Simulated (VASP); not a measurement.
# Ta2C (P-3m1) in VASP: a series of runs

Ta2C is run at these levels: r2SCAN; tasks: single point.

Program: VASP 6.6.1. These are calculated values, not measurements. Logs are shortened: lines on timing, memory, paths and dates and some standing lists are left out, and cuts for length are marked.

### Step 1. The cell of the first run

It takes space group P-3m1 (No. 164, trigonal). The conventional cell has a = 3.106 Å, b = 3.106 Å, c = 4.946 Å, α = 90.00°, β = 90.00°, γ = 120.00°. Within 2.9 Å of Ta (site symmetry 3m) lie 3 C at 2.18 Å. C (site symmetry -3m) has 6 Ta at 2.18 Å within 2.9 Å.

### Step 2. Single point, r2SCAN

Input file POSCAR:

```
Ta2C
1.0
    3.1059007354      0.0000000000      0.0000000000
   -1.5529503677      2.6897889385      0.0000000000
    0.0000000000      0.0000000000      4.9464000000
Ta C
2 1
Direct
    0.3333333333      0.6666666667      0.2520100000
    0.6666666667      0.3333333333      0.7479900000
    0.0000000000      0.0000000000      0.0000000000
```

Input file INCAR.step1:

```
PREC = Accurate
ENCUT = 520
ISMEAR = 0
SIGMA = 0.1
LREAL = F
LASPH = T
NELM = 100
NBANDS = 20
GGA = PE
ALGO = Normal
EDIFF = 1E-4
LWAVE = T
LCHARG = F
```

Input file INCAR.step2:

```
PREC = Accurate
ENCUT = 520
EDIFF = 1E-6
ISMEAR = 0
SIGMA = 0.1
LREAL = F
LASPH = T
NELM = 100
ALGO = Normal
ISIF = 2
LWAVE = F
LCHARG = T
METAGGA = R2SCAN
LMIXTAU = T
LELF = T
LVHAR = T
NBANDS = 20
ISTART = 1
```

Input file KPOINTS:

```
Automatic mesh
0
Gamma
  12 12 8
```

Potentials or basis: VASP PAW PBE potentials, release 64 (Ta_pv, C).

The run is started by

```bash
$ cat potpaw_PBE.64/Ta_pv/POTCAR potpaw_PBE.64/C/POTCAR > POTCAR
$ cp INCAR.step1 INCAR
$ mpirun -np 1 vasp_std > vasp.out
$ cp INCAR.step2 INCAR
$ mpirun -np 1 vasp_std > vasp.out
```

OUTCAR:

```text
PREC = Accurate
   ENCUT = 520
   EDIFF = 1E-6
   ISMEAR = 0
   LREAL = F
   LASPH = T
   NELM = 100
   ISIF = 2
   METAGGA = R2SCAN
   ISTART = 1

 ion  position               nearest neighbor table
   1  0.333  0.667  0.252-   3 2.18   3 2.18   3 2.18   2 3.04   2 3.04   2 3.04   2 3.07   2 3.07
                             2 3.07
   2  0.667  0.333  0.748-   3 2.18   3 2.18   3 2.18   1 3.04   1 3.04   1 3.04   1 3.07   1 3.07
                             1 3.07
   3  0.000  0.000  0.000-   1 2.18   2 2.18   2 2.18   1 2.18   2 2.18   1 2.18

  LATTYP: Found a hexagonal cell.
 ALAT       =     3.1059007354
 C/A-ratio  =     1.5925814832

  Lattice vectors:

 A1 = (   3.1059007354,   0.0000000000,   0.0000000000)
 A2 = (  -1.5529503677,   2.6897889385,   0.0000000000)
 A3 = (   0.0000000000,   0.0000000000,   4.9464000000)

Analysis of symmetry for initial positions (statically):
=====================================================================
 Subroutine PRICEL returns:
 Original cell was already a primitive cell.

 Routine SETGRP: Setting up the symmetry group for a
 hexagonal supercell.

 Subroutine GETGRP returns: Found 12 space group operations
 (whereof 12 operations were pure point group operations)
 out of a pool of 24 trial point group operations.

The static configuration has the point symmetry D_3d.

Analysis of symmetry for dynamics (positions and initial velocities):
=====================================================================
 Subroutine PRICEL returns:
 Original cell was already a primitive cell.

 Routine SETGRP: Setting up the symmetry group for a
 hexagonal supercell.

 Subroutine GETGRP returns: Found 12 space group operations
 (whereof 12 operations were pure point group operations)
 out of a pool of 24 trial point group operations.

The dynamic configuration has the point symmetry D_3d.

 Subroutine INISYM returns: Found 12 space group operations
 (whereof 12 operations are pure point group operations),
 and found     1 'primitive' translations

----------------------------------------------------------------------------------------

                                     Primitive cell

  volume of cell :      41.3233

  direct lattice vectors                    reciprocal lattice vectors
     3.105900735  0.000000000  0.000000000     0.321967791  0.185888191  0.000000000
    -1.552950368  2.689788939  0.000000000     0.000000000  0.371776382  0.000000000
     0.000000000  0.000000000  4.946400000     0.000000000  0.000000000  0.202167233

  length of vectors
     3.105900735  3.105900735  4.946400000     0.371776382  0.371776382  0.202167233

  position of ions in fractional coordinates (direct lattice)
     0.333333333  0.666666667  0.252010000
     0.666666667  0.333333333  0.747990000
     0.000000000  0.000000000  0.000000000

  ion indices of the primitive-cell ions
   primitive index   ion index
                 1           1
                 2           2
                 3           3

----------------------------------------------------------------------------------------

 KPOINTS: Automatic mesh

Automatic generation of k-mesh.
 Grid dimensions read from file:
 generate k-points for:   12   12    8

 Generating k-lattice:

  Cartesian coordinates                     Fractional coordinates (reciprocal lattice)
     0.026830649  0.015490683  0.000000000     0.083333333 -0.000000000  0.000000000
     0.000000000  0.030981365  0.000000000     0.000000000  0.083333333  0.000000000
     0.000000000  0.000000000  0.025270904     0.000000000  0.000000000  0.125000000

  Length of vectors
     0.030981365  0.030981365  0.025270904

  Shift w.r.t. Gamma in fractional coordinates (k-lattice)
     0.000000000  0.000000000  0.000000000

 Subroutine IBZKPT returns following result:
 ===========================================

 Found    131 irreducible k-points:

 Following reciprocal coordinates:
            Coordinates               Weight
  0.000000  0.000000  0.000000      1.000000
  0.083333 -0.000000  0.000000      6.000000
  0.166667  0.000000  0.000000      6.000000
  0.250000 -0.000000  0.000000      6.000000
  0.333333  0.000000  0.000000      6.000000
  0.416667  0.000000  0.000000      6.000000
[... 16 lines left out ...]
  0.166667  0.000000  0.125000      6.000000
  0.000000  0.166667  0.125000      6.000000
 [... further k-points ...]
   k-points           NKPTS =    131   k-points in BZ     NKDIM =    131   number of bands    NBANDS=     20
   number of dos      NEDOS =    301   number of ions     NIONS =      3
   total plane-waves  NPLWV =  23040
   dimension x,y,z NGX =    24 NGY =   24 NGZ =   40
   dimension x,y,z NGXF=    48 NGYF=   48 NGZF=   80
   ions per type =               2   1
   NGX,Y,Z   is equivalent  to a cutoff of  12.85, 12.85, 13.44 a.u.
   NGXF,Y,Z  is equivalent  to a cutoff of  25.69, 25.69, 26.89 a.u.
 SYSTEM =  unknown system
   PREC   = accura    normal or accurate (medium, high low for compatibility)
   ISTART =      1    job   : 0-new  1-cont  2-samecut
   ICHARG =      0    charge: 1-file 2-atom 10-const
   ISPIN  =      1    spin polarized calculation?
   LNONCOLLINEAR =      F non collinear calculations
   LSORBIT =      F    spin-orbit coupling
   LASPH  =      T    aspherical Exc in radial PAW
   ENCUT  =  520.0 eV  38.22 Ry    6.18 a.u.   5.77  5.77  9.20*2*pi/ulx,y,z
   NELM   =    100;   NELMIN=  2; NELMDL=  0     # of ELM steps
   EDIFF  = 0.1E-05   stopping-criterion for ELM
   LREAL  =      F    real-space projection
   EDIFFG = 0.1E-04   stopping-criterion for IOM
   NSW    =      0    number of steps for IOM
   IBRION =     -1    ionic relax: 0-MD 1-quasi-New 2-CG
   NFREE  =      0    steps in history (QN), initial steepest desc. (CG)
   ISIF   =      2    stress and relaxation
   ISYM   =      2    0-nonsym 1-usesym 2-fastsym
   POTIM  = 0.5000    time-step for ionic-motion
   TEBEG  =    0.0;   TEEND  =   0.0 temperature during run
   PSTRESS=    0.0 pullay stress
   NELECT =      26.0000    total number of electrons
   NUPDOWN=      -1.0000    fix difference up-down
   EMIN   =  10.00;   EMAX   =-10.00  energy-range for DOS
   EFERMI =   0.00;   METHOD = LEGACY
   ISMEAR =     0;   SIGMA  =   0.10  broadening in eV -4-tet -1-fermi 0-gaus
   EFERMI_NEDOS =   21; number of points for ismear=-14 and -15
   IALGO  =     38    algorithm
   IMIX   =      4    mixing-type and parameters
     AMIX     =   0.40;   BMIX     =  1.00
     AMIX_MAG =   1.60;   BMIX_MAG =  1.00
  volume/ion in A,a.u.               =      13.77        92.95
  Fermi-wavevector in a.u.,A,eV,Ry     =   1.402817  2.650939 26.774835  1.967895
  Thomas-Fermi vector in A             =   2.525541
   LORBIT       =      0    0 simple, 1 ext, 2 COOP (PROOUT), +10 PAW based schemes
   METAGGA = R2SCAN    functional components
   LHFCALC =     F    Hartree Fock is set to
   AEXX    =    0.0000 exact exchange contribution
   IVDW    =     0    specifies the selected vdW correction
   LEPSILON=     F    determine dielectric tensor
   LRPA    =     F    only Hartree local field effects (RPA)
 non-spin polarized calculation
 Gauss-broadening in eV      SIGMA  =   0.10
  energy-cutoff  :      520.00
  volume of cell :       41.32
 maximum number of plane-waves:      1132
   NGX = 11   NGY = 11   NGZ = 19

 number of electron      26.0000001 magnetization

 Free energy of the ion-electron system (eV)
  ---------------------------------------------------
  ext. energy  EPLUGINS =         0.00000000
  ---------------------------------------------------
  free energy    TOTEN  =      -109.16314648 eV

  energy without entropy =     -109.16037004  energy(sigma->0) =     -109.16175826

 E-fermi :   6.6139     XC(G=0): -13.8643

 val. band max:        6.5750369617   @ k =   0.0000   0.0000   0.0000
 cond. band min:       6.6483835787   @ k =  -0.0833   0.2500   0.2500
 fundamental gap:      0.0733466171
 Fermi energy:         6.6138578322

 k-point     1 :       0.0000    0.0000    0.0000
  band No.  band energies     occupation
      1     -29.6446      2.00000
      2     -28.9287      2.00000
      3     -28.9287      2.00000
      4     -28.8154      2.00000
      5     -28.8154      2.00000
      6     -28.7323      2.00000
[... 12 lines left out ...]
     19       9.5224      0.00000
     20      14.2840      0.00000

 k-point     2 :       0.0833   -0.0000    0.0000
  band No.  band energies     occupation
      1     -29.6248      2.00000
      2     -28.9719      2.00000
      3     -28.9439      2.00000
      4     -28.8577      2.00000
      5     -28.8194      2.00000
      6     -28.7396      2.00000
[... 12 lines left out ...]
     19      10.3094      0.00000
     20      14.4489      0.00000

 k-point     3 :       0.1667    0.0000    0.0000
  band No.  band energies     occupation
      1     -29.5685      2.00000
      2     -29.0894      2.00000
      3     -28.9831      2.00000
      4     -28.9699      2.00000
      5     -28.8321      2.00000
      6     -28.7621      2.00000
[... 12 lines left out ...]
     19      11.6730      0.00000
     20      14.2109      0.00000

 k-point     4 :       0.2500   -0.0000    0.0000
  band No.  band energies     occupation
      1     -29.4845      2.00000
      2     -29.2484      2.00000
      3     -29.1164      2.00000
      4     -29.0332      2.00000
      5     -28.8526      2.00000
      6     -28.8009      2.00000
[... 12 lines left out ...]
     19      12.9362      0.00000
     20      13.7873      0.00000

 k-point     5 :       0.3333    0.0000    0.0000
  band No.  band energies     occupation
      1     -29.4245      2.00000
      2     -29.3677      2.00000
      3     -29.2557      2.00000
      4     -29.0808      2.00000
      5     -28.8751      2.00000
      6     -28.8548      2.00000
[... 12 lines left out ...]
     19      13.2592      0.00000
     20      13.8077      0.00000

 k-point     6 :       0.4167    0.0000    0.0000
  band No.  band energies     occupation
      1     -29.5271      2.00000
      2     -29.3604      2.00000
      3     -29.2814      2.00000
      4     -29.1144      2.00000
      5     -28.9139      2.00000
      6     -28.8923      2.00000
[... 12 lines left out ...]
     19      12.8223      0.00000
     20      12.9072      0.00000

 k-point     7 :       0.5000   -0.0000    0.0000
  band No.  band energies     occupation
      1     -29.5680      2.00000
      2     -29.3949      2.00000
      3     -29.2398      2.00000
      4     -29.1266      2.00000
      5     -28.9451      2.00000
      6     -28.8988      2.00000
[... 12 lines left out ...]
     19      12.0801      0.00000
     20      12.4827      0.00000
[... 277 lines left out ...]
 k-point    20 :       0.0000    0.0000    0.1250
  band No.  band energies     occupation
      1     -29.6124      2.00000
      2     -28.9245      2.00000
      3     -28.9245      2.00000
      4     -28.8197      2.00000
      5     -28.8197      2.00000
      6     -28.7694      2.00000
[... 12 lines left out ...]
     19       9.7798      0.00000
     20      13.7570      0.00000

 k-point    21 :       0.0833   -0.0000    0.1250
  band No.  band energies     occupation
      1     -29.5945      2.00000
      2     -28.9645      2.00000
      3     -28.9411      2.00000
      4     -28.8730      2.00000
      5     -28.8221      2.00000
      6     -28.7665      2.00000
[... 12 lines left out ...]
     19      10.4534      0.00000
     20      13.9824      0.00000

 k-point    22 :       0.0000    0.0833    0.1250
  band No.  band energies     occupation
      1     -29.5948      2.00000
      2     -28.9687      2.00000
      3     -28.9373      2.00000
      4     -28.8667      2.00000
      5     -28.8261      2.00000
      6     -28.7681      2.00000
[... 12 lines left out ...]
     19      10.6594      0.00000
     20      13.8635      0.00000

 k-point    23 :       0.1667    0.0000    0.1250
  band No.  band energies     occupation
      1     -29.5437      2.00000
      2     -29.0792      2.00000
      3     -28.9926      2.00000
      4     -28.9801      2.00000
      5     -28.8352      2.00000
      6     -28.7776      2.00000
[... 12 lines left out ...]
     19      11.5399      0.00000
     20      14.1713      0.00000

 k-point    24 :       0.0000    0.1667    0.1250
  band No.  band energies     occupation
      1     -29.5467      2.00000
      2     -29.0821      2.00000
      3     -28.9810      2.00000
      4     -28.9747      2.00000
      5     -28.8408      2.00000
      6     -28.7831      2.00000
[... 12 lines left out ...]
     19      12.1373      0.00000
     20      13.4034      0.00000

 [... further k-points ...]
[... 5 lines left out ...]
  --------------------------------------------------------------------------------------
  -------------------------------------------------------------------------------------
  Total        0.5584905      0.5584905      0.3609162      0.0000000      0.0000000      0.0000000
  in kB       21.6536609     21.6536609     13.9933588      0.0000000      0.0000000      0.0000000
  external PRESSURE =      19.1002269 kB  Pullay stress =       0.0000000 kB

 VOLUME and BASIS-vectors are now :
 -----------------------------------------------------------------------------
  energy-cutoff  :      520.00
  volume of cell :       41.32
      direct lattice vectors                 reciprocal lattice vectors
     3.105900735  0.000000000  0.000000000     0.321967791  0.185888191  0.000000000
    -1.552950368  2.689788939  0.000000000     0.000000000  0.371776382  0.000000000
     0.000000000  0.000000000  4.946400000     0.000000000  0.000000000  0.202167233

 POSITION                                       TOTAL-FORCE (eV/Angst)
 -----------------------------------------------------------------------------------
     -0.00000      1.79319      1.24654        -0.000000      0.000000      0.237878
      1.55295      0.89660      3.69986         0.000000     -0.000000     -0.237878
      0.00000      0.00000      0.00000        -0.000000      0.000000      0.000000
 -----------------------------------------------------------------------------------
    total drift:                               -0.000000      0.000000     -0.000000

  FREE ENERGIE OF THE ION-ELECTRON SYSTEM (eV)
  ---------------------------------------------------
  free  energy   TOTEN  =      -109.1631464797 eV

  energy  without entropy=     -109.1603700377  energy(sigma->0) =     -109.16175826
```

It took 12 min on 1 thread of AMD EPYC 7R43 (Zen 3), shared host; peak memory 0.2 GiB.

What came out:

- Free energy: -109.1631 eV
- Pressure: 1.9 GPa
- Largest force: 0.238 eV/Å
- Band gap on the k mesh: zero (band 13 reaches 7.10 eV, above the bottom of band 14 at 6.35 eV)

Forces in eV/Å, atoms in the order of the input:
```
Ta   0.000  0.000  0.238
Ta   0.000  0.000 -0.238
C    0.000  0.000  0.000
```

Levels at points of the mesh, in eV from the Fermi level:
```csv
k point,band 11,band 12,band 13,band 14,band 15,band 16
"(0.00, 0.00, 0.00)",-3.52,-0.04,0.49,0.49,1.14,1.14
"(0.50, 0.00, 0.00)",-3.92,-2.14,-0.50,3.39,3.56,4.63
"(0.00, 0.00, 0.50)",-1.95,-1.89,-0.26,-0.26,2.93,2.93
"(0.50, 0.00, 0.50)",-2.69,-1.53,-1.25,1.52,1.52,4.44
```

Caveat: the PAW data sets were made with another functional, which shifts forces and pressure a little; spin-orbit coupling is left out, which moves the levels of the heavy elements.

### Step 3. Single point, r2SCAN

POSCAR is that of step 2.

Input file INCAR.step1:

```
SYSTEM = Ta2C
PREC = Accurate ; ENCUT = 520
ISMEAR = 0 ; SIGMA = 0.1
LREAL = .FALSE. ; LASPH = .TRUE.
NELM = 80 ; NBANDS = 20
GGA = PE ; ALGO = Normal
EDIFF = 1E-4 ; LWAVE = .TRUE.
LCHARG = .FALSE.
```

Input file INCAR.step2:

```
SYSTEM = Ta2C
PREC = Accurate ; ENCUT = 520
EDIFF = 1E-6 ; ISMEAR = 0
SIGMA = 0.1 ; LREAL = .FALSE.
LASPH = .TRUE. ; NELM = 80
ALGO = Normal ; ISIF = 2
LWAVE = .FALSE. ; LCHARG = .FALSE.
METAGGA = R2SCAN ; LMIXTAU = .TRUE.
NBANDS = 20 ; ISTART = 1
```

Input file KPOINTS:

```
Automatic mesh
0
G
  18 18 10
  0 0 0
```

Potentials or basis: VASP PAW PBE potentials, release 64 (Ta_pv, C).

The run is started by

```bash
$ cat potpaw_PBE.64/Ta_pv/POTCAR potpaw_PBE.64/C/POTCAR > POTCAR
$ cp INCAR.step1 INCAR
$ mpirun -np 1 vasp_std > vasp.out
$ cp INCAR.step2 INCAR
$ mpirun -np 1 vasp_std > vasp.out
```

Wall time 25 min (1 thread of AMD EPYC 7R43 (Zen 3), shared host); peak memory 0.32 GiB.

It converged, with:

```yaml
Free_energy: -109.1629 eV
Pressure: 1.9 GPa
Largest_force: 0.292 eV/Å
Band_gap_on_the_k_mesh: zero (band 13 reaches 7.10 eV, above the bottom of band 14 at 6.35 eV)
```

Forces in eV/Å, atoms in the order of the input:
```
Ta   0.000  0.000  0.292
Ta   0.000  0.000 -0.292
C    0.000  0.000  0.000
```

Stress tensor (GPa, compression positive):
```
2.13 0.00 0.00
0.00 2.13 0.00
0.00 0.00 1.50
```

Levels at points of the mesh, in eV from the Fermi level:
| k point | band 9 | band 10 | band 11 | band 12 | band 13 | band 14 | band 15 | band 16 | band 17 | band 18 |
| --- | --- | --- | --- | --- | --- | --- | --- | --- | --- | --- |
| (0.00, 0.00, 0.00) | -3.91 | -3.91 | -3.49 | 0.00 | 0.52 | 0.52 | 1.17 | 1.17 | 2.51 | 2.51 |
| (0.50, 0.00, 0.00) | -4.70 | -4.31 | -3.89 | -2.10 | -0.47 | 3.42 | 3.59 | 4.66 | 5.25 | 5.39 |
| (0.00, 0.00, 0.50) | -4.16 | -4.16 | -1.92 | -1.85 | -0.23 | -0.23 | 2.96 | 2.96 | 3.65 | 3.65 |
| (0.50, 0.00, 0.50) | -4.96 | -3.89 | -2.66 | -1.49 | -1.21 | 1.55 | 1.56 | 4.48 | 4.97 | 5.09 |

Caveat: the PAW data sets were made with another functional, which shifts forces and pressure a little; spin-orbit coupling is left out, which moves the levels of the heavy elements.
